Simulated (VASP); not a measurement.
# ZnS (Cm) in VASP: further runs

Runs on ZnS. Level: PBE. Tasks: single point.

Everything below comes from runs of VASP 6.6.1. Logs are shortened: lines on timing, memory, paths and dates and some standing lists are left out, and cuts for length are marked.

### 1 The cell of the first run

Symmetry: Cm, No. 8, monoclinic system. The conventional cell has a = 6.625 Å, b = 3.825 Å, c = 3.825 Å, α = 90.00°, β = 125.26°, γ = 90.00°. Within 3.0 Å of Zn (site symmetry m) lie 4 S at 2.26 to 2.42 Å. Within 3.0 Å of S (site symmetry m) lie 4 Zn at 2.26 to 2.42 Å.

### 2 Single point, PBE

Contents of INCAR:

```
SYSTEM = ZnS
PREC = Accurate ; ENCUT = 520
EDIFF = 1E-7 ; ISMEAR = 0
SIGMA = 0.05 ; LREAL = .False.
LASPH = .True. ; NELM = 100
ALGO = Normal ; ISIF = 2
LWAVE = .False. ; LCHARG = .False.
GGA = PE ; NBANDS = 16
```

Contents of KPOINTS:

```
Automatic mesh
0
Gamma
  10 10 10
  0 0 0
```

Contents of POSCAR:

```
ZnS
1.0
    0.0000000000      2.7046500000      2.7046500000
    2.7046500000      0.0000000000      2.7046500000
    2.7046500000      2.7046500000      0.0000000000
Zn S
1 1
Direct
    0.0000000000      0.0000000000      0.0000000000
    0.7761441141      0.7500000000      0.7500000000
```

Potentials or basis: VASP PAW PBE potentials, release 64 (Zn, S).

Started as:

```console
cat potpaw_PBE.64/Zn/POTCAR potpaw_PBE.64/S/POTCAR > POTCAR
mpirun -np 1 vasp_std > vasp.out
```

OUTCAR:

```text
SYSTEM = ZnS
   PREC = Accurate
   ENCUT = 520
   EDIFF = 1E-7
   ISMEAR = 0
   LREAL = .False.
   LASPH = .True.
   NELM = 100
   ISIF = 2
   GGA = PE

 ion  position               nearest neighbor table
   1  0.000  0.000  0.000-   2 2.26   2 2.34   2 2.34   2 2.42
   2  0.776  0.750  0.750-   1 2.26   1 2.34   1 2.34   1 2.42

  LATTYP: Found a face centered cubic cell.
 ALAT       =     5.4093000000

  Lattice vectors:

 A1 = (   0.0000000000,   2.7046500000,   2.7046500000)
 A2 = (   2.7046500000,   0.0000000000,   2.7046500000)
 A3 = (   2.7046500000,   2.7046500000,   0.0000000000)

Analysis of symmetry for initial positions (statically):
=====================================================================
 Subroutine PRICEL returns:
 Original cell was already a primitive cell.

 Routine SETGRP: Setting up the symmetry group for a
 face centered cubic supercell.

 Subroutine GETGRP returns: Found  2 space group operations
 (whereof  2 operations were pure point group operations)
 out of a pool of 48 trial point group operations.

The static configuration has the point symmetry C_1h.

Analysis of symmetry for dynamics (positions and initial velocities):
=====================================================================
 Subroutine PRICEL returns:
 Original cell was already a primitive cell.

 Routine SETGRP: Setting up the symmetry group for a
 face centered cubic supercell.

 Subroutine GETGRP returns: Found  2 space group operations
 (whereof  2 operations were pure point group operations)
 out of a pool of 48 trial point group operations.

The dynamic configuration has the point symmetry C_1h.

 Subroutine INISYM returns: Found  2 space group operations
 (whereof  2 operations are pure point group operations),
 and found     1 'primitive' translations

----------------------------------------------------------------------------------------

                                     Primitive cell

  volume of cell :      39.5697

  direct lattice vectors                    reciprocal lattice vectors
     0.000000000  2.704650000  2.704650000    -0.184866803  0.184866803  0.184866803
     2.704650000  0.000000000  2.704650000     0.184866803 -0.184866803  0.184866803
     2.704650000  2.704650000  0.000000000     0.184866803  0.184866803 -0.184866803

  length of vectors
     3.824952711  3.824952711  3.824952711     0.320198696  0.320198696  0.320198696

  position of ions in fractional coordinates (direct lattice)
     0.000000000  0.000000000  0.000000000
     0.776144114  0.750000000  0.750000000

  ion indices of the primitive-cell ions
   primitive index   ion index
                 1           1
                 2           2

----------------------------------------------------------------------------------------

 KPOINTS: Automatic mesh

Automatic generation of k-mesh.
 Grid dimensions read from file:
 generate k-points for:   10   10   10

 Generating k-lattice:

  Cartesian coordinates                     Fractional coordinates (reciprocal lattice)
    -0.018486680  0.018486680  0.018486680     0.100000000  0.000000000  0.000000000
     0.018486680 -0.018486680  0.018486680     0.000000000  0.100000000  0.000000000
     0.018486680  0.018486680 -0.018486680     0.000000000  0.000000000  0.100000000

  Length of vectors
     0.032019870  0.032019870  0.032019870

  Shift w.r.t. Gamma in fractional coordinates (k-lattice)
     0.000000000  0.000000000  0.000000000

 Subroutine IBZKPT returns following result:
 ===========================================

 Found    282 irreducible k-points:

 Following reciprocal coordinates:
            Coordinates               Weight
  0.000000  0.000000  0.000000      1.000000
  0.100000  0.000000  0.000000      2.000000
  0.000000  0.100000  0.000000      4.000000
  0.100000  0.100000  0.100000      2.000000
  0.200000  0.000000  0.000000      2.000000
  0.000000  0.200000  0.000000      4.000000
[... 16 lines left out ...]
  0.200000  0.100000  0.200000      4.000000
  0.100000 -0.100000 -0.100000      2.000000
 [... further k-points ...]
   k-points           NKPTS =    282   k-points in BZ     NKDIM =    282   number of bands    NBANDS=     16
   number of dos      NEDOS =    301   number of ions     NIONS =      2
   total plane-waves  NPLWV =  21952
   dimension x,y,z NGX =    28 NGY =   28 NGZ =   28
   dimension x,y,z NGXF=    56 NGYF=   56 NGZF=   56
   ions per type =               1   1
   NGX,Y,Z   is equivalent  to a cutoff of  12.17, 12.17, 12.17 a.u.
   NGXF,Y,Z  is equivalent  to a cutoff of  24.34, 24.34, 24.34 a.u.
 SYSTEM =  ZnS
   PREC   = accura    normal or accurate (medium, high low for compatibility)
   ISTART =      0    job   : 0-new  1-cont  2-samecut
   ICHARG =      2    charge: 1-file 2-atom 10-const
   ISPIN  =      1    spin polarized calculation?
   LNONCOLLINEAR =      F non collinear calculations
   LSORBIT =      F    spin-orbit coupling
   LASPH  =      T    aspherical Exc in radial PAW
   ENCUT  =  520.0 eV  38.22 Ry    6.18 a.u.   7.11  7.11  7.11*2*pi/ulx,y,z
   NELM   =    100;   NELMIN=  2; NELMDL= -5     # of ELM steps
   EDIFF  = 0.1E-06   stopping-criterion for ELM
   LREAL  =      F    real-space projection
   EDIFFG = 0.1E-05   stopping-criterion for IOM
   NSW    =      0    number of steps for IOM
   IBRION =     -1    ionic relax: 0-MD 1-quasi-New 2-CG
   NFREE  =      0    steps in history (QN), initial steepest desc. (CG)
   ISIF   =      2    stress and relaxation
   ISYM   =      2    0-nonsym 1-usesym 2-fastsym
   POTIM  = 0.5000    time-step for ionic-motion
   TEBEG  =    0.0;   TEEND  =   0.0 temperature during run
   PSTRESS=    0.0 pullay stress
   NELECT =      18.0000    total number of electrons
   NUPDOWN=      -1.0000    fix difference up-down
   EMIN   =  10.00;   EMAX   =-10.00  energy-range for DOS
   EFERMI =   0.00;   METHOD = LEGACY
   ISMEAR =     0;   SIGMA  =   0.05  broadening in eV -4-tet -1-fermi 0-gaus
   EFERMI_NEDOS =   21; number of points for ismear=-14 and -15
   IALGO  =     38    algorithm
   IMIX   =      4    mixing-type and parameters
     AMIX     =   0.40;   BMIX     =  1.00
     AMIX_MAG =   1.60;   BMIX_MAG =  1.00
  volume/ion in A,a.u.               =      19.78       133.51
  Fermi-wavevector in a.u.,A,eV,Ry     =   1.259055  2.379268 21.568210  1.585219
  Thomas-Fermi vector in A             =   2.392634
   LORBIT       =      0    0 simple, 1 ext, 2 COOP (PROOUT), +10 PAW based schemes
   GGA     = PE    functional components
   LHFCALC =     F    Hartree Fock is set to
   AEXX    =    0.0000 exact exchange contribution
   IVDW    =     0    specifies the selected vdW correction
   LEPSILON=     F    determine dielectric tensor
   LRPA    =     F    only Hartree local field effects (RPA)
 non-spin polarized calculation
 Gauss-broadening in eV      SIGMA  =   0.05
  energy-cutoff  :      520.00
  volume of cell :       39.57
 maximum number of plane-waves:      1090
   NGX = 15   NGY = 15   NGZ = 15

 number of electron      18.0000000 magnetization

 Free energy of the ion-electron system (eV)
  ---------------------------------------------------
  ext. energy  EPLUGINS =         0.00000000
  ---------------------------------------------------
  free energy    TOTEN  =        -6.81945482 eV

  energy without entropy =       -6.81945482  energy(sigma->0) =       -6.81945482

 E-fermi :   2.4061     XC(G=0):  -9.6159

 val. band max:        2.1483105488   @ k =   0.0000   0.0000   0.0000
 cond. band min:       4.1868317939   @ k =   0.0000   0.0000   0.0000
 fundamental gap:      2.0385212451
 Fermi energy:         2.4060686683

 k-point     1 :       0.0000    0.0000    0.0000
  band No.  band energies     occupation
      1     -11.0503      2.00000
      2      -4.3377      2.00000
      3      -4.2664      2.00000
      4      -4.1937      2.00000
      5      -3.7714      2.00000
      6      -3.7698      2.00000
[... 8 lines left out ...]
     15      13.8334      0.00000
     16      13.9060      0.00000

 k-point     2 :       0.1000    0.0000    0.0000
  band No.  band energies     occupation
      1     -10.9774      2.00000
      2      -4.3258      2.00000
      3      -4.2571      2.00000
      4      -4.1914      2.00000
      5      -3.7719      2.00000
      6      -3.7696      2.00000
[... 8 lines left out ...]
     15      13.4236      0.00000
     16      14.5347      0.00000

 k-point     3 :       0.0000    0.1000    0.0000
  band No.  band energies     occupation
      1     -10.9753      2.00000
      2      -4.3259      2.00000
      3      -4.2608      2.00000
      4      -4.1839      2.00000
      5      -3.7726      2.00000
      6      -3.7708      2.00000
[... 8 lines left out ...]
     15      13.3950      0.00000
     16      14.5040      0.00000

 k-point     4 :       0.1000    0.1000    0.1000
  band No.  band energies     occupation
      1     -10.9731      2.00000
      2      -4.3392      2.00000
      3      -4.2478      2.00000
      4      -4.1788      2.00000
      5      -3.7737      2.00000
      6      -3.7724      2.00000
[... 8 lines left out ...]
     15      13.3629      0.00000
     16      14.4767      0.00000

 k-point     5 :       0.2000    0.0000    0.0000
  band No.  band energies     occupation
      1     -10.7765      2.00000
      2      -4.2961      2.00000
      3      -4.2352      2.00000
      4      -4.1677      2.00000
      5      -3.7706      2.00000
      6      -3.7660      2.00000
[... 8 lines left out ...]
     15      13.0795      0.00000
     16      14.5647      0.00000

 k-point     6 :       0.0000    0.2000    0.0000
  band No.  band energies     occupation
      1     -10.7682      2.00000
      2      -4.2964      2.00000
      3      -4.2315      2.00000
      4      -4.1578      2.00000
      5      -3.7739      2.00000
      6      -3.7690      2.00000
[... 8 lines left out ...]
     15      13.0174      0.00000
     16      14.5823      0.00000

 k-point     7 :       0.2000    0.2000    0.2000
  band No.  band energies     occupation
      1     -10.7597      2.00000
      2      -4.3261      2.00000
      3      -4.2003      2.00000
      4      -4.1418      2.00000
      5      -3.7763      2.00000
      6      -3.7758      2.00000
[... 8 lines left out ...]
     15      12.9230      0.00000
     16      14.6126      0.00000

 k-point     8 :       0.3000    0.0000    0.0000
  band No.  band energies     occupation
      1     -10.5049      2.00000
      2      -4.2614      2.00000
      3      -4.2137      2.00000
      4      -4.0755      2.00000
      5      -3.7625      2.00000
      6      -3.7542      2.00000
[... 8 lines left out ...]
     15      13.4987      0.00000
     16      14.0022      0.00000

 k-point     9 :       0.0000    0.3000    0.0000
  band No.  band energies     occupation
      1     -10.4870      2.00000
      2      -4.2432      2.00000
      3      -4.1749      2.00000
      4      -4.1084      2.00000
      5      -3.7688      2.00000
      6      -3.7570      2.00000
[... 8 lines left out ...]
     15      13.4454      0.00000
     16      14.0270      0.00000
[... 172 lines left out ...]
 k-point    19 :       0.2000    0.1000    0.0000
  band No.  band energies     occupation
      1     -10.7912      2.00000
      2      -4.3088      2.00000
      3      -4.2407      2.00000
      4      -4.1521      2.00000
      5      -3.7867      2.00000
      6      -3.7559      2.00000
[... 8 lines left out ...]
     15      13.8805      0.00000
     16      15.5221      0.00000

 k-point    20 :       0.0000    0.2000    0.1000
  band No.  band energies     occupation
      1     -10.7866      2.00000
      2      -4.3218      2.00000
      3      -4.2089      2.00000
      4      -4.1641      2.00000
      5      -3.7897      2.00000
      6      -3.7563      2.00000
[... 8 lines left out ...]
     15      13.8311      0.00000
     16      15.5179      0.00000

 k-point    21 :       0.1000    0.0000    0.2000
  band No.  band energies     occupation
      1     -10.7852      2.00000
      2      -4.3127      2.00000
      3      -4.2329      2.00000
      4      -4.1444      2.00000
      5      -3.7893      2.00000
      6      -3.7590      2.00000
[... 8 lines left out ...]
     15      13.7987      0.00000
     16      15.4659      0.00000

 k-point    22 :       0.1000    0.1000   -0.1000
  band No.  band energies     occupation
      1     -10.7889      2.00000
      2      -4.2993      2.00000
      3      -4.2481      2.00000
      4      -4.1521      2.00000
      5      -3.7880      2.00000
      6      -3.7554      2.00000
[... 8 lines left out ...]
     15      13.8680      0.00000
     16      15.5675      0.00000

 k-point    23 :       0.2000    0.1000    0.2000
  band No.  band energies     occupation
      1     -10.7829      2.00000
      2      -4.3268      2.00000
      3      -4.2191      2.00000
      4      -4.1394      2.00000
      5      -3.7912      2.00000
      6      -3.7598      2.00000
[... 8 lines left out ...]
     15      13.7831      0.00000
     16      15.5372      0.00000

 k-point    24 :       0.1000   -0.1000   -0.1000
  band No.  band energies     occupation
      1     -10.7925      2.00000
      2      -4.3131      2.00000
      3      -4.2186      2.00000
      4      -4.1753      2.00000
      5      -3.7867      2.00000
      6      -3.7530      2.00000
[... 8 lines left out ...]
     15      13.9143      0.00000
     16      15.5678      0.00000

 [... further k-points ...]

------------------------ aborting loop because EDIFF is reached ----------------------------------------

  FORCE on cell =-STRESS in cart. coord.  units (eV):
  Direction    XX          YY          ZZ          XY          YZ          ZX
  --------------------------------------------------------------------------------------
  -------------------------------------------------------------------------------------
  Total        0.4907228      0.4475842      0.4475842      0.4078367      0.1047417      0.4078366
  in kB       19.8693460     18.1226688     18.1226688     16.5132923      4.2409893     16.5132887
  external PRESSURE =      18.7048945 kB  Pullay stress =       0.0000000 kB

 VOLUME and BASIS-vectors are now :
 -----------------------------------------------------------------------------
  energy-cutoff  :      520.00
  volume of cell :       39.57
      direct lattice vectors                 reciprocal lattice vectors
     0.000000000  2.704650000  2.704650000    -0.184866803  0.184866803  0.184866803
     2.704650000  0.000000000  2.704650000     0.184866803 -0.184866803  0.184866803
     2.704650000  2.704650000  0.000000000     0.184866803  0.184866803 -0.184866803

 POSITION                                       TOTAL-FORCE (eV/Angst)
 -----------------------------------------------------------------------------------
      0.00000      0.00000      0.00000         0.115493      0.414727      0.414727
      4.05697      4.12769      4.12769        -0.115493     -0.414727     -0.414727
 -----------------------------------------------------------------------------------
    total drift:                               -0.000005     -0.000034     -0.000034

  FREE ENERGIE OF THE ION-ELECTRON SYSTEM (eV)
  ---------------------------------------------------
  free  energy   TOTEN  =        -6.8194548240 eV

  energy  without entropy=       -6.8194548240  energy(sigma->0) =       -6.81945482
```

It took 2.9 min on 1 thread of Intel Xeon 8259CL, shared host; peak memory 0.29 GiB.

Results:

```
Free energy            : -6.8195 eV
Pressure               : 1.9 GPa
Largest force          : 0.598 eV/Å
Band gap on the k mesh : 2.04 eV
```

Forces in eV/Å, atoms in the order of the input:
```
Zn   0.115  0.415  0.415
S   -0.115 -0.415 -0.415
```

Stress tensor (GPa, compression positive):
```
1.99 1.65 1.65
1.65 1.81 0.42
1.65 0.42 1.81
```

Levels at points of the mesh, in eV from the valence-band top:
| k point | band 6 | band 7 | band 8 | band 9 | band 10 | band 11 | band 12 | band 13 |
| --- | --- | --- | --- | --- | --- | --- | --- | --- |
| (0.00, 0.00, 0.00) | -5.92 | -0.17 | -0.06 | 0.00 | 2.04 | 6.31 | 6.32 | 6.41 |
| (0.50, 0.00, 0.00) | -5.71 | -5.13 | -0.99 | -0.79 | 3.11 | 6.58 | 6.93 | 8.71 |
| (0.00, 0.50, 0.00) | -5.72 | -5.32 | -1.09 | -0.76 | 3.24 | 6.57 | 7.16 | 8.79 |
| (0.50, 0.50, 0.50) | -5.74 | -5.52 | -1.07 | -0.87 | 3.37 | 6.80 | 7.14 | 8.87 |
| (0.50, 0.50, 0.00) | -5.71 | -4.61 | -2.30 | -2.24 | 3.30 | 4.03 | 10.87 | 11.79 |
| (0.00, 0.50, 0.50) | -5.71 | -4.62 | -2.29 | -2.24 | 3.33 | 3.99 | 10.88 | 11.88 |

Caveat: the cell differs from its parent crystal (all S atoms moved -0.100 Å, as atom 2 towards its neighbour atom 2 (S) at 3.825 Å).

### 3 Single point, PBE

Contents of INCAR:

```
PREC     = Accurate       # precision mode
ENCUT    = 520            # plane-wave cutoff, eV
EDIFF    = 1E-6           # SCF threshold, eV
ISMEAR   = 0              # smearing method
SIGMA    = 0.05           # smearing width, eV
LREAL    = False          # projectors in reciprocal space
LASPH    = True           # aspherical terms in the spheres
NELM     = 100            # most SCF steps
ALGO     = Normal         # electronic algorithm
ISIF     = 2              # what is computed and relaxed
LWAVE    = False          # write WAVECAR
LCHARG   = True           # write CHGCAR
GGA      = PE             # functional
LELF     = True           # ELF
LVHAR    = True         
NBANDS   = 16             # bands
```

Contents of KPOINTS:

```
regular mesh
0
Gamma
  10 10 10
```

POSCAR: that of step 2 with these lines changed.

```diff
@@ -9,2 +9,2 @@
     0.0000000000      0.0000000000      0.0000000000
-    0.7761441141      0.7500000000      0.7500000000
+    0.7303919144      0.7500000000      0.7500000000
```

Potentials or basis: VASP PAW PBE potentials, release 64 (Zn, S).

Started as:

```console
cat potpaw_PBE.64/Zn/POTCAR potpaw_PBE.64/S/POTCAR > POTCAR
mpirun -np 1 vasp_std > vasp.out
```

Wall time 3 min (1 thread of Intel Xeon 8259CL, shared host); peak memory 0.3 GiB.

The run converged. Its results:

- Free energy: -6.8322 eV
- Pressure: 1.7 GPa
- Largest force: 0.441 eV/Å
- Band gap on the k mesh: 2.05 eV

Forces on the atoms (eV/Å):
```
Zn   0.065 -0.309 -0.309
S   -0.065  0.309  0.309
```

Stress tensor (GPa, compression positive):
```
 1.79 -1.23 -1.23
-1.23  1.69  0.24
-1.23  0.24  1.69
```

Levels at points of the mesh, in eV from the valence-band top:
```tsv
k point	band 6	band 7	band 8	band 9	band 10	band 11	band 12	band 13
(0.00, 0.00, 0.00)	-5.90	-0.13	-0.05	0.00	2.05	6.32	6.34	6.40
(0.50, 0.00, 0.00)	-5.71	-5.47	-1.02	-0.87	3.35	6.83	7.08	8.87
(0.00, 0.50, 0.00)	-5.70	-5.32	-1.04	-0.79	3.25	6.66	7.10	8.80
(0.50, 0.50, 0.50)	-5.69	-5.17	-0.96	-0.81	3.16	6.67	6.92	8.74
(0.50, 0.50, 0.00)	-5.68	-4.60	-2.28	-2.24	3.33	4.03	10.89	11.82
(0.00, 0.50, 0.50)	-5.68	-4.61	-2.27	-2.24	3.35	4.01	10.90	11.89
```

Caveat: the cell differs from its parent crystal (all S atoms moved +0.075 Å, as atom 2 towards its neighbour atom 2 (S) at 3.825 Å).

(Continued in part 2 of 2.)
